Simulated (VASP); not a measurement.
Crystal: Sn.

```xyz
1
Lattice="-2.0559 2.0559 1.6826 2.0559 -2.0559 1.6826 2.0559 2.0559 -1.6826" Properties=species:S:1:pos:R:3 pbc="T T T"
Sn    0.0000    0.0000    0.0000
```

Base run:

* Program: VASP 6.6.1
* Functional: LDA
* Potentials or basis: VASP PAW LDA potentials, release 64 (Sn_d)
* Cutoff: 520 eV
* k mesh: 10 × 10 × 10
* Occupations: fermi-dirac, width 0.05 eV
* Spin: no spin polarisation

Its results: band gap on the k mesh zero (bands 7 and 8 overlap by 8.30 eV); pressure -4.7 GPa.

Task: The run is repeated on the same cell with these changes: functional from LDA to r2SCAN; potentials or basis from VASP PAW LDA potentials, release 64 (Sn_d) to VASP PAW PBE potentials, release 64 (Sn_d). What comes out?

Result: Band gap on the k mesh zero (bands 7 and 8 overlap by 8.90 eV); pressure -2.2 GPa.

Caveats: spin-orbit coupling is left out, which moves the levels of the heavy elements; the cell stands under tension (at least some runs); the PAW data sets were made with another functional, which shifts forces and pressure a little (at least some runs).
